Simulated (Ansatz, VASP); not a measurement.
Rb2Na: VASP beside Ansatz

```xyz
3
Lattice="0.0000 3.6918 3.6918 3.6918 0.0000 3.6918 3.6918 3.6918 0.0000" Properties=species:S:1:pos:R:3 pbc="T T T"
Rb    1.8459    1.8459    1.8459
Rb    5.5376    5.5376    5.5376
Na    0.0000    0.0000    0.0000
```

Alike in both runs: task relaxation of cell and atoms; functional PBE; k mesh 4 × 4 × 4; occupations gaussian, width 0.1 eV; no spin polarisation.

```csv
,VASP,Ansatz
version,VASP 6.6.1,Ansatz 0.2.0
potentials or method,"VASP PAW PBE potentials, release 64 (Rb_sv, Na_pv), cutoff 600 eV","scalar-relativistic, plane waves, PAW"
valence electrons in the cell,25,27
```

```tsv
	VASP	Ansatz	Ansatz less VASP
gap on the k mesh at the Fermi level, each at its own relaxed structure (eV)	none	none	-
relaxed volume (Å³/atom)	80.84	78.31	-2.529
relaxed cell length with the largest relative difference (Å)	7.000	6.926	-0.0738
```

A gap of «none» marks a metal or a gap that the smearing closes. VASP's potentials hold 25 valence electrons a cell and Ansatz's 27, so a difference there can come from the potentials and not from the codes.

The k mesh is coarse, so the values compare programs but aren't converged. Noted on VASP's run: the volume moved by over 15 % at a fixed basis, so the end points are rough.
